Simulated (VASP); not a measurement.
SiSe2:

```xyz
6
Lattice="-3.1120 5.0102 2.9354 3.1120 -5.0102 2.9354 3.1120 5.0102 -2.9354" Properties=species:S:1:pos:R:3 pbc="T T T"
Si    0.0000    0.0000    4.4032
Si    0.0000    0.0000    1.4677
Se    1.2648    1.2090    0.0000
Se    1.8472    3.8012    2.9354
Se    1.2648   -1.2090    2.9354
Se    1.8472    6.2192    0.0000
```

- Program: VASP 6.6.1
- Task: relaxation of cell and atoms
- Functional: PBE
- Dispersion: D3(BJ)
- Potentials or basis: VASP PAW PBE potentials, release 64 (Si, Se)
- Cutoff: 500 eV
- k mesh: 6 × 6 × 6
- Occupations: gaussian, width 0.02 eV
- Spin: no spin polarisation

At the start: pressure 0.3 GPa; volume 30.51 Å³/atom.

Question: How do energy, volume and symmetry change on relaxing?

Answer: Over 32 steps the energy falls by 14.4 meV/atom and the volume is 27.11 Å³/atom (-11.1 %); space group Ibam (No. 72, to 0.1 Å) before and after.

The path:
```tsv
step	energy change (eV)	largest force (eV/Å)	pressure (GPa)	volume (Å³)
1	0.0000	0.3575	0.28	183.08
2	-0.0082	0.0328	-0.98	184.50
3	-0.0098	0.0776	-0.62	184.09
4	-0.0221	0.0683	-0.56	181.76
5	-0.0518	0.0498	-0.30	174.87
6	-0.0680	0.0562	0.58	161.62
7	-0.0703	0.0540	0.30	165.38
8	-0.0795	0.0876	-0.12	163.80
9	-0.0807	0.1384	-0.32	163.01
10	-0.0835	0.0555	0.19	161.07
11	-0.0836	0.0552	0.10	161.41
12	-0.0844	0.0519	0.03	161.60
13	-0.0851	0.0527	-0.15	162.05
14	-0.0855	0.0356	-0.08	161.98
15	-0.0859	0.0226	0.03	161.85
16	-0.0856	0.0737	0.25	161.60
17	-0.0860	0.0315	0.09	161.79
18	-0.0863	0.0188	0.05	161.90
19	-0.0864	0.0044	-0.02	162.11
20	-0.0865	0.0005	0.01	162.08
21	-0.0865	0.0035	0.02	162.06
22	-0.0865	0.0049	0.03	162.05
23	-0.0865	0.0028	0.02	162.08
24	-0.0865	0.0031	0.00	162.16
25	-0.0865	0.0150	-0.03	162.32
26	-0.0865	0.0080	-0.01	162.22
27	-0.0865	0.0069	-0.01	162.24
28	-0.0866	0.0038	0.00	162.29
29	-0.0867	0.0036	0.01	162.40
30	-0.0867	0.0162	0.04	162.61
31	-0.0867	0.0116	0.03	162.53
32	-0.0867	0.0047	-0.02	162.69
```

Final structure:
```
Si Se
1.0
    -2.94147    4.73428    2.92060
     2.94147   -4.73428    2.92060
     2.94147    4.73428   -2.92060
Si Se
2 4
Direct
  0.75000 0.75000 0.00000
  0.25000 0.25000 0.00000
  0.12668 0.22190 0.34859
  0.87332 0.77809 0.65141
  0.37332 0.72191 0.09522
  0.62668 0.27809 0.90478
```
